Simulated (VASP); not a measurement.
Write the native input for VASP 6.6.1 that does the following.

- Task: single point
- Functional: PBE
- Potentials or basis: VASP PAW PBE potentials, release 64 (Pt)
- Cutoff: 520 eV
- k mesh: 20 × 20 × 20
- Occupations: gaussian, width 0.15 eV
- Spin: no spin polarisation
- Dipole correction: no
- Further INCAR settings: ALGO = Normal; EDIFF = 1e-06; NBANDS = 11

The structure of Pt lies in POSCAR:

```
Pt
1.0
    0.1984964712      2.0643633000      2.0643633000
    2.0643633000      0.1984964712      2.0643633000
    2.0643633000      2.0643633000      0.1984964712
Pt
1
Direct
    0.0000000000      0.0000000000      0.0000000000
```

These files were run (other wordings do the same):

INCAR

```
SYSTEM = Pt
PREC = Accurate
ENCUT = 520
EDIFF = 1E-6
ISMEAR = 0
SIGMA = 0.15
LREAL = .FALSE.
LASPH = .TRUE.
NELM = 100
ALGO = Normal
ISIF = 2
LWAVE = .FALSE.
LCHARG = .TRUE.
GGA = PE
LELF = .TRUE.
LVHAR = .TRUE.
NBANDS = 11
```

KPOINTS

```
regular mesh
0
G
  20 20 20
  0 0 0
```

Potentials or basis: VASP PAW PBE potentials, release 64 (Pt).

Launch:

```bash
$ cat potpaw_PBE.64/Pt/POTCAR > POTCAR
$ mpirun -np 1 vasp_std > vasp.out
```

Results of the run:

```json
{"Pressure": "17.3 GPa", "Band gap on the k mesh": "zero (band 5 reaches 12.16 eV, above the bottom of band 6 at 9.64 eV)"}
```

Caveat: spin-orbit coupling is left out, which moves the levels of the heavy elements.

Wall time 34 s on 1 thread of Intel(R) Xeon(R) 6975P-C (Granite Rapids), on a shared host, peak memory 0.25 GiB.
